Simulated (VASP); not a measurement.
# Bi in VASP: a series of runs, part 2 of 2

VASP 6.6.1. The steps go on from the part before.

## 4. Electric field gradients, PBE (34.68 Å³/atom)

This run uses another cell than the first one, of 34.68 Å³/atom.

File INCAR:

```
PREC = Accurate
ENCUT = 520
EDIFF = 1E-8
ISMEAR = -1
SIGMA = 0.03
LREAL = False
LASPH = True
NELM = 80
ALGO = Normal
ISIF = 2
LWAVE = False
LCHARG = False
GGA = PE
LEFG = True
NBANDS = 22
```

File KPOINTS:

```
regular mesh
0
Gamma
  11 11 11
```

File POSCAR:

```
Bi
1.0
    2.2577441873      1.3035092143      3.9274622876
   -2.2577441873      1.3035092143      3.9274622876
    0.0000000000     -2.6070184286      3.9274622876
Bi
2
Direct
    0.2338900000      0.2338900000      0.2338900000
    0.7661100000      0.7661100000      0.7661100000
```

Potentials or basis: VASP PAW PBE potentials, release 64 (Bi_d).

Command:

```
$ cat potpaw_PBE.64/Bi_d/POTCAR > POTCAR
$ mpirun -np 1 vasp_std > vasp.out
```

OUTCAR:

```text
PREC = Accurate
   ENCUT = 520
   EDIFF = 1E-8
   ISMEAR = -1
   LREAL = False
   LASPH = True
   NELM = 80
   ISIF = 2
   GGA = PE

 ion  position               nearest neighbor table
   1  0.234  0.234  0.234-   2 3.05   2 3.05   2 3.05   2 3.51   2 3.51   2 3.51
   2  0.766  0.766  0.766-   1 3.05   1 3.05   1 3.05   1 3.51   1 3.51   1 3.51

  LATTYP: Found a trigonal (rhomboedric) cell.
 ALAT       =     4.7139691458
 COS(alpha) =     0.5412184017

  Lattice vectors:

 A1 = (   2.2577441873,   1.3035092143,   3.9274622876)
 A2 = (  -2.2577441873,   1.3035092143,   3.9274622876)
 A3 = (   0.0000000000,  -2.6070184286,   3.9274622876)

Analysis of symmetry for initial positions (statically):
=====================================================================
 Subroutine PRICEL returns:
 Original cell was already a primitive cell.

 Routine SETGRP: Setting up the symmetry group for a
 trigonal (rhombohedral) supercell.

 Subroutine GETGRP returns: Found 12 space group operations
 (whereof 12 operations were pure point group operations)
 out of a pool of 12 trial point group operations.

The static configuration has the point symmetry D_3d.

Analysis of symmetry for dynamics (positions and initial velocities):
=====================================================================
 Subroutine PRICEL returns:
 Original cell was already a primitive cell.

 Routine SETGRP: Setting up the symmetry group for a
 trigonal (rhombohedral) supercell.

 Subroutine GETGRP returns: Found 12 space group operations
 (whereof 12 operations were pure point group operations)
 out of a pool of 12 trial point group operations.

The dynamic configuration has the point symmetry D_3d.
[... 147 lines left out ...]

 val. band max:        6.4863103589   @ k =   0.3636   0.1818   0.1818
 cond. band min:       6.6650902559   @ k =   0.4545   0.0909   0.0909
 fundamental gap:      0.1787798970
 Fermi energy:         6.4955626821

 k-point     1 :       0.0000    0.0000    0.0000
  band No.  band energies     occupation
      1     -16.4495      2.00000
      2     -16.4495      2.00000
      3     -16.2915      2.00000
      4     -16.2915      2.00000
      5     -16.2737      2.00000
      6     -16.0965      2.00000
[... 589 lines left out ...]
     21      14.5494      0.00000
     22      14.9993      0.00000

 [... further k-points ...]
[... 5 lines left out ...]
  --------------------------------------------------------------------------------------
  -------------------------------------------------------------------------------------
  Total        1.2178119      1.2178119      1.1945450      0.0000000      0.0000000      0.0000000
  in kB       28.1344657     28.1344657     27.5969444      0.0000000      0.0000000      0.0000000
  external PRESSURE =      27.9552919 kB  Pullay stress =       0.0000000 kB

 VOLUME and BASIS-vectors are now :
 -----------------------------------------------------------------------------
  energy-cutoff  :      520.00
  volume of cell :       69.35
      direct lattice vectors                 reciprocal lattice vectors
     2.257744187  1.303509214  3.927462288     0.221459988  0.127859984  0.084872447
    -2.257744187  1.303509214  3.927462288    -0.221459988  0.127859984  0.084872447
     0.000000000 -2.607018429  3.927462288     0.000000000 -0.255719967  0.084872447

 POSITION                                       TOTAL-FORCE (eV/Angst)
 -----------------------------------------------------------------------------------
      0.00000      0.00000      2.75578         0.000000     -0.000000      0.295585
      0.00000      0.00000      9.02660         0.000000      0.000000     -0.295585
 -----------------------------------------------------------------------------------
    total drift:                                0.000000     -0.000000      0.000000

  FREE ENERGIE OF THE ION-ELECTRON SYSTEM (eV)
  ---------------------------------------------------
  free  energy   TOTEN  =        -7.7399920903 eV

  energy  without entropy=       -7.7394008243  energy(sigma->0) =       -7.73969646

 Electric field gradients (V/A^2)
---------------------------------------------------------------------
 ion       V_xx      V_yy      V_zz      V_xy      V_xz      V_yz
---------------------------------------------------------------------
   1      17.126    17.126   -34.251     0.000     0.000     0.000
   2      17.126    17.126   -34.251     0.000    -0.000    -0.000
---------------------------------------------------------------------

 Electric field gradients after diagonalization (V/A^2)
 (convention: |V_zz| > |V_xx| > |V_yy|)
----------------------------------------------------------------------
 ion       V_xx      V_yy      V_zz     asymmetry (V_yy - V_xx)/ V_zz
----------------------------------------------------------------------
   1      17.126    17.126   -34.251       0.000
   2      17.126    17.126   -34.251       0.000
----------------------------------------------------------------------

           NMR quadrupolar parameters

 Cq : quadrupolar parameter    Cq=e*Q*V_zz/h
 eta: asymmetry parameters     (V_yy - V_xx)/ V_zz
 Q  : nuclear electric quadrupole moment in mb (millibarn)
----------------------------------------------------------------------
 ion       Cq(MHz)       eta       Q (mb)
----------------------------------------------------------------------
   1      -0.083       0.000       1.000
   2      -0.083       0.000       1.000
----------------------------------------------------------------------
```

It took 2 min on 1 thread of Intel Xeon Platinum 8488C (Sapphire Rapids), shared host; peak memory 0.32 GiB.

Results:

* Free energy: -7.7400 eV
* Pressure: 2.8 GPa
* Largest force: 0.296 eV/Å
* Band gap on the k mesh: zero (bands 15 and 16 overlap by 0.06 eV)
* Largest electric field gradient by atom: Bi -34.3 V/Å²

Forces on the atoms (eV/Å):
```
Bi   0.000  0.000  0.296
Bi   0.000  0.000 -0.296
```

Electric field gradients, principal values (V/Å²):
```csv
atom,least,middle,greatest (by size)
1 Bi,17.126,17.126,-34.251
2 Bi,17.126,17.126,-34.251
```

Caveat: without QUAD_EFG the Cq values of the log hold for a quadrupole moment of 1 mb, not for the nuclei; spin-orbit coupling is left out, which moves the levels of the heavy elements.

## 5. The runs side by side

```csv
cell,gap on the mesh (eV),pressure (GPa),largest force (eV/Å)
"a = 4.855, b = 4.704, c = 4.680 Å, angles 57.1, 57.7, 56.8°, 2 atoms",none,1.8,0.28
"a = 4.760 Å, angles 57.7°, 2 atoms",none,0.7,0.12
"a = 4.714 Å, angles 57.2°, 2 atoms",none,2.8,0.30
```

Alike in all rows: task electric field gradients; level PBE; potentials or basis VASP PAW PBE potentials, release 64 (Bi_d); no spin polarisation; k mesh 11 × 11 × 11; cutoff (eV) 520; smearing fermi-dirac 0.03 eV.

Caveats: spin-orbit coupling is left out, which moves the levels of the heavy elements.

Total energies depend on the potentials used, so only differences within one code and one set of settings carry meaning.

The gap in the log of VASP goes by the Fermi energy; the results here count the filled bands.